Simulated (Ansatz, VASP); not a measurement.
## ZrC in VASP and in Ansatz

```
Zr C
1.0
     0.00000    2.35610    2.35610
     2.35610    0.00000    2.35610
     2.35610    2.35610    0.00000
Zr C
1 1
Direct
  0.50000 0.50000 0.50000
  0.00000 0.00000 0.00000
```

Alike in both runs: functional r2SCAN; k mesh 11 × 11 × 11; occupations fermi-dirac, width 0.1 eV; no spin polarisation.

Ansatz relaxed the structure, and its values are those at the end. VASP's run is a single point on that final structure, the one shown.

```csv
,VASP,Ansatz
version,VASP 6.6.1,Ansatz 0.2.0
potentials or method,"VASP PAW PBE potentials, release 64 (Zr_sv, C), cutoff 520 eV",PAW plane waves
valence electrons in the cell,16,16
```

|  | VASP | Ansatz | Ansatz less VASP |
| --- | --- | --- | --- |
| gap on the k mesh at the Fermi level (eV) | none | none | - |
| pressure (GPa) | 0.2 | 0.0 | -0.20 |

VASP's potentials were made for PBE, not for r2SCAN. A gap of «none» marks a metal or a gap that the smearing closes. The functional is the same, so the differences come from potentials, cutoffs and numerics.
